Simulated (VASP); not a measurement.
# Hf2ZnPt3 (P1) in VASP: single point with r2SCAN

Aim: the single point of Hf2ZnPt3 with r2SCAN.

Program: VASP 6.6.1. These are calculated values, not measurements. Logs are shortened: lines on timing, memory, paths and dates and some standing lists are left out, and cuts for length are marked.

## Step 1: The cell of the first run

The typed cell holds 6 atoms: a = 3.627 Å, b = 3.639 Å, c = 8.071 Å, α = 90.97°, β = 90.28°, γ = 89.29°.

## Step 2: Single point, r2SCAN

Input file POSCAR:

```
Hf2ZnPt3
1.0
    3.6273180900      0.0225315200     -0.0087805700
    0.0225315200      3.6390641600     -0.0309855000
   -0.0192444700     -0.0679080300      8.0709639200
Pt Zn Hf
3 1 2
Direct
    0.4480160000      0.5057820000      0.0094890000
    0.0336750000      0.4797790000      0.3942610000
    0.4999330000      0.0277870000      0.6195800000
    0.9839730000      0.9461840000      0.9851400000
    0.0025990000      0.4536200000      0.7341610000
    0.5577130000      0.0054500000      0.2674750000
```

Input file INCAR.step1:

```
ALGO = Normal ; EDIFF = 1E-4
ENCUT = 520 ; GGA = PE
ISMEAR = -1 ; LASPH = True
LCHARG = False ; LREAL = False
LWAVE = True ; NBANDS = 40
NELM = 100 ; PREC = Accurate
SIGMA = 0.1
```

Input file INCAR.step2:

```
ALGO = Normal ; EDIFF = 1E-7
ENCUT = 520 ; ISIF = 2
ISMEAR = -1 ; ISTART = 1
LASPH = True ; LCHARG = False
LMIXTAU = True ; LREAL = False
LWAVE = False ; METAGGA = R2SCAN
NBANDS = 40 ; NELM = 100
PREC = Accurate ; SIGMA = 0.1
```

Input file KPOINTS:

```
Automatic mesh
0
Gamma
  5 5 3
  0.5 0.5 0
```

Potentials or basis: VASP PAW PBE potentials, release 64 (Pt, Zn, Hf_pv).

Started as:

```
$ cat potpaw_PBE.64/Pt/POTCAR potpaw_PBE.64/Zn/POTCAR potpaw_PBE.64/Hf_pv/POTCAR > POTCAR
$ cp INCAR.step1 INCAR
$ mpirun -np 1 vasp_std > vasp.out
$ cp INCAR.step2 INCAR
$ mpirun -np 1 vasp_std > vasp.out
```

OUTCAR:

```text
EDIFF = 1E-7
   ENCUT = 520
   ISIF = 2
   ISMEAR = -1
   ISTART = 1
   LASPH = True
   LREAL = False
   METAGGA = R2SCAN
   NELM = 100
   PREC = Accurate

 ion  position               nearest neighbor table
   1  0.448  0.506  0.009-   4 2.32   4 2.55   4 2.66   5 2.75   6 2.77   4 2.80   6 2.81   5 3.01
                             2 3.46
   2  0.034  0.480  0.394-   6 2.65   6 2.74   5 2.75   6 2.77   6 2.91   3 2.98   3 3.16   3 3.17
                             3 3.29   1 3.46
   3  0.500  0.028  0.620-   5 2.53   5 2.57   6 2.85   5 2.92   5 2.94   2 2.98   2 3.16   2 3.17
                             2 3.29
   4  0.984  0.946  0.985-   1 2.32   1 2.55   1 2.66   5 2.68   6 2.76   5 2.77   1 2.80   6 3.09

   5  0.003  0.454  0.734-   3 2.53   3 2.57   4 2.68   1 2.75   2 2.75   4 2.77   3 2.92   3 2.94
                             1 3.01
   6  0.558  0.005  0.267-   2 2.65   2 2.74   4 2.76   2 2.77   1 2.77   1 2.81   3 2.85   2 2.91
                             4 3.09

  LATTYP: Found a triclinic cell.
 ALAT       =     3.6392658231
 B/A-ratio  =     2.4173584091
 C/A-ratio  =     0.9967391423
 COS(alpha) =     0.0006828577
 COS(beta)  =     0.0124228363
 COS(gamma) =     0.3981313287

  Lattice vectors:

 A1 = (   0.0225315200,   3.6390641600,  -0.0309855000)
 A2 = (   0.0032870500,   3.5711561300,   8.0399784200)
 A3 = (   3.6273180900,   0.0225315200,  -0.0087805700)

Analysis of symmetry for initial positions (statically):
=====================================================================
 Subroutine PRICEL returns:
 Original cell was already a primitive cell.

 Routine SETGRP: Setting up the symmetry group for a
 triclinic supercell.

 Subroutine GETGRP returns: Found  1 space group operations
 (whereof  1 operations were pure point group operations)
 out of a pool of  2 trial point group operations.

The static configuration has the point symmetry C_1 .

Analysis of symmetry for dynamics (positions and initial velocities):
=====================================================================
 Subroutine PRICEL returns:
 Original cell was already a primitive cell.

 Routine SETGRP: Setting up the symmetry group for a
 triclinic supercell.

 Subroutine GETGRP returns: Found  1 space group operations
 (whereof  1 operations were pure point group operations)
 out of a pool of  2 trial point group operations.

The dynamic configuration has the point symmetry C_1 .

 Subroutine INISYM returns: Found  1 space group operations
 (whereof  1 operations are pure point group operations),
 and found     1 'primitive' translations

----------------------------------------------------------------------------------------

                                     Primitive cell

  volume of cell :     106.5248

  direct lattice vectors                    reciprocal lattice vectors
     3.627318090  0.022531520 -0.008780570     0.275697901 -0.001701527  0.000643060
     0.022531520  3.639064160 -0.030985500    -0.001701528  0.274826114  0.002308294
    -0.019244470 -0.067908030  8.070963920     0.000293405  0.001053243  0.123910499

  length of vectors
     3.627398695  3.639265823  8.071272542     0.275703902  0.274841075  0.123915323

  position of ions in fractional coordinates (direct lattice)
     0.448016000  0.505782000  0.009489000
     0.033675000  0.479779000  0.394261000
     0.499933000  0.027787000  0.619580000
     0.983973000  0.946184000  0.985140000
     0.002599000  0.453620000  0.734161000
     0.557713000  0.005450000  0.267475000

  ion indices of the primitive-cell ions
   primitive index   ion index
                 1           1
                 2           2
                 3           3
                 4           4
                 5           5
                 6           6

----------------------------------------------------------------------------------------

 KPOINTS: Automatic mesh

Automatic generation of k-mesh.
 Grid dimensions read from file:
 generate k-points for:    5    5    3

 Generating k-lattice:

  Cartesian coordinates                     Fractional coordinates (reciprocal lattice)
     0.055139580 -0.000340305  0.000128612     0.200000000 -0.000000000 -0.000000000
    -0.000340306  0.054965223  0.000461659     0.000000000  0.200000000  0.000000000
     0.000097802  0.000351081  0.041303500     0.000000000 -0.000000000  0.333333333

  Length of vectors
     0.055140780  0.054968215  0.041305108

  Shift w.r.t. Gamma in fractional coordinates (k-lattice)
     0.500000000  0.500000000  0.000000000

 Subroutine IBZKPT returns following result:
 ===========================================

 Found     38 irreducible k-points:

 Following reciprocal coordinates:
            Coordinates               Weight
  0.100000  0.100000  0.000000      2.000000
  0.300000  0.100000  0.000000      2.000000
  0.500000  0.100000  0.000000      2.000000
 -0.300000  0.100000 -0.000000      2.000000
 -0.100000  0.100000 -0.000000      2.000000
  0.100000  0.300000 -0.000000      2.000000
[... 16 lines left out ...]
 -0.100000  0.300000  0.333333      2.000000
  0.100000  0.500000  0.333333      2.000000
 [... further k-points ...]
   k-points           NKPTS =     38   k-points in BZ     NKDIM =     38   number of bands    NBANDS=     40
   number of dos      NEDOS =    301   number of ions     NIONS =      6
   total plane-waves  NPLWV =  47040
   dimension x,y,z NGX =    28 NGY =   28 NGZ =   60
   dimension x,y,z NGXF=    56 NGYF=   56 NGZF=  120
   ions per type =               3   1   2
   NGX,Y,Z   is equivalent  to a cutoff of  12.83, 12.79, 12.36 a.u.
   NGXF,Y,Z  is equivalent  to a cutoff of  25.67, 25.58, 24.72 a.u.
 SYSTEM =  unknown system
   PREC   = accura    normal or accurate (medium, high low for compatibility)
   ISTART =      1    job   : 0-new  1-cont  2-samecut
   ICHARG =      0    charge: 1-file 2-atom 10-const
   ISPIN  =      1    spin polarized calculation?
   LNONCOLLINEAR =      F non collinear calculations
   LSORBIT =      F    spin-orbit coupling
   LASPH  =      T    aspherical Exc in radial PAW
   ENCUT  =  520.0 eV  38.22 Ry    6.18 a.u.   6.74  6.77 15.01*2*pi/ulx,y,z
   NELM   =    100;   NELMIN=  2; NELMDL=  0     # of ELM steps
   EDIFF  = 0.1E-06   stopping-criterion for ELM
   LREAL  =      F    real-space projection
   EDIFFG = 0.1E-05   stopping-criterion for IOM
   NSW    =      0    number of steps for IOM
   IBRION =     -1    ionic relax: 0-MD 1-quasi-New 2-CG
   NFREE  =      0    steps in history (QN), initial steepest desc. (CG)
   ISIF   =      2    stress and relaxation
   ISYM   =      2    0-nonsym 1-usesym 2-fastsym
   POTIM  = 0.5000    time-step for ionic-motion
   TEBEG  =    0.0;   TEEND  =   0.0 temperature during run
   PSTRESS=    0.0 pullay stress
   NELECT =      62.0000    total number of electrons
   NUPDOWN=      -1.0000    fix difference up-down
   EMIN   =  10.00;   EMAX   =-10.00  energy-range for DOS
   EFERMI =   0.00;   METHOD = LEGACY
   ISMEAR =    -1;   SIGMA  =   0.10  broadening in eV -4-tet -1-fermi 0-gaus
   EFERMI_NEDOS =   21; number of points for ismear=-14 and -15
   IALGO  =     38    algorithm
   IMIX   =      4    mixing-type and parameters
     AMIX     =   0.40;   BMIX     =  1.00
     AMIX_MAG =   1.60;   BMIX_MAG =  1.00
  volume/ion in A,a.u.               =      17.75       119.81
  Fermi-wavevector in a.u.,A,eV,Ry     =   1.366853  2.582978 25.419598  1.868288
  Thomas-Fermi vector in A             =   2.492957
   LORBIT       =      0    0 simple, 1 ext, 2 COOP (PROOUT), +10 PAW based schemes
   METAGGA = R2SCAN    functional components
   LHFCALC =     F    Hartree Fock is set to
   AEXX    =    0.0000 exact exchange contribution
   IVDW    =     0    specifies the selected vdW correction
   LEPSILON=     F    determine dielectric tensor
   LRPA    =     F    only Hartree local field effects (RPA)
 non-spin polarized calculation
  energy-cutoff  :      520.00
  volume of cell :      106.52
 maximum number of plane-waves:      2892
   NGX = 13   NGY = 13   NGZ = 31

 number of electron      61.9999987 magnetization

 Free energy of the ion-electron system (eV)
  ---------------------------------------------------
  ext. energy  EPLUGINS =         0.00000000
  ---------------------------------------------------
  free energy    TOTEN  =      -257.67739168 eV

  energy without entropy =     -257.58535153  energy(sigma->0) =     -257.63137160

 E-fermi :   7.1918     XC(G=0): -13.0835

 val. band max:        7.1889382235   @ k =   0.5000  -0.1000   0.3333
 cond. band min:       7.2338645373   @ k =  -0.1000   0.1000  -0.0000
 fundamental gap:      0.0449263138
 Fermi energy:         7.1917858600

 k-point     1 :       0.1000    0.1000    0.0000
  band No.  band energies     occupation
      1     -25.2190      2.00000
      2     -25.1437      2.00000
      3     -25.1019      2.00000
      4     -25.0784      2.00000
      5     -24.9853      2.00000
      6     -24.9689      2.00000
[... 32 lines left out ...]
     39      11.4750      0.00000
     40      11.6568      0.00000

 k-point     2 :       0.3000    0.1000    0.0000
  band No.  band energies     occupation
      1     -25.2363      2.00000
      2     -25.1827      2.00000
      3     -25.1006      2.00000
      4     -25.0724      2.00000
      5     -25.0334      2.00000
      6     -24.9830      2.00000
[... 32 lines left out ...]
     39      11.2260      0.00000
     40      11.3875      0.00000

 k-point     3 :       0.5000    0.1000    0.0000
  band No.  band energies     occupation
      1     -25.2672      2.00000
      2     -25.1863      2.00000
      3     -25.1001      2.00000
      4     -25.0822      2.00000
      5     -25.0591      2.00000
      6     -24.9821      2.00000
[... 853 lines left out ...]
  band No.  band energies     occupation
      1     -25.2115      2.00000
      2     -25.1676      2.00000
      3     -25.1396      2.00000
      4     -25.0741      2.00000
      5     -25.0503      2.00000
      6     -24.9685      2.00000
[... 32 lines left out ...]
     39      11.2752      0.00000
     40      11.7411      0.00000

 k-point    24 :       0.1000    0.5000    0.3333
  band No.  band energies     occupation
      1     -25.2077      2.00000
      2     -25.2060      2.00000
      3     -25.1378      2.00000
      4     -25.0996      2.00000
      5     -25.0605      2.00000
      6     -24.9683      2.00000
[... 32 lines left out ...]
     39      11.1148      0.00000
     40      11.6109      0.00000

 [... further k-points ...]

------------------------ aborting loop because EDIFF is reached ----------------------------------------

  FORCE on cell =-STRESS in cart. coord.  units (eV):
  Direction    XX          YY          ZZ          XY          YZ          ZX
  --------------------------------------------------------------------------------------
  -------------------------------------------------------------------------------------
  Total        3.0082874      3.1639105      3.5550341     -1.9545252      1.7678348      0.1328196
  in kB       45.2459137     47.5865507     53.4692155    -29.3968847     26.5889817      1.9976623
  external PRESSURE =      48.7672266 kB  Pullay stress =       0.0000000 kB

 VOLUME and BASIS-vectors are now :
 -----------------------------------------------------------------------------
  energy-cutoff  :      520.00
  volume of cell :      106.52
      direct lattice vectors                 reciprocal lattice vectors
     3.627318090  0.022531520 -0.008780570     0.275697901 -0.001701527  0.000643060
     0.022531520  3.639064160 -0.030985500    -0.001701528  0.274826114  0.002308294
    -0.019244470 -0.067908030  8.070963920     0.000293405  0.001053243  0.123910499

 POSITION                                       TOTAL-FORCE (eV/Angst)
 -----------------------------------------------------------------------------------
      1.63631      1.85002      0.05698         1.789587     -1.869549      0.201953
      0.12537      1.71993      3.16690         0.301060      0.554272     -0.027676
      1.80212      0.07031      4.99536         0.251090     -1.556488     -0.938805
      3.57154      3.39850      7.91307        -1.139009      1.878909      0.392008
      0.00552      1.60096      5.91131        -0.438685      1.197618     -0.585428
      2.01798      0.01424      2.15372        -0.764042     -0.204763      0.957948
 -----------------------------------------------------------------------------------
    total drift:                               -0.004910     -0.002330     -0.003909

  FREE ENERGIE OF THE ION-ELECTRON SYSTEM (eV)
  ---------------------------------------------------
  free  energy   TOTEN  =      -257.6773916758 eV

  energy  without entropy=     -257.5853515284  energy(sigma->0) =     -257.63137160
```

It took 8 min on 1 thread of AMD EPYC 9R14 (Zen 4), shared host; peak memory 0.28 GiB.

Results:

```yaml
Free_energy: -257.6774 eV
Pressure: 4.9 GPa
Largest_force: 2.596 eV/Å
Band_gap_on_the_k_mesh: zero (band 31 reaches 7.73 eV, above the bottom of band 32 at 6.50 eV)
```

Forces on the atoms (eV/Å):
```
Pt   1.790 -1.870  0.202
Pt   0.301  0.554 -0.028
Pt   0.251 -1.556 -0.939
Zn  -1.139  1.879  0.392
Hf  -0.439  1.198 -0.585
Hf  -0.764 -0.205  0.958
```

Caveat: the PAW data sets were made with another functional, which shifts forces and pressure a little; spin-orbit coupling is left out, which moves the levels of the heavy elements.
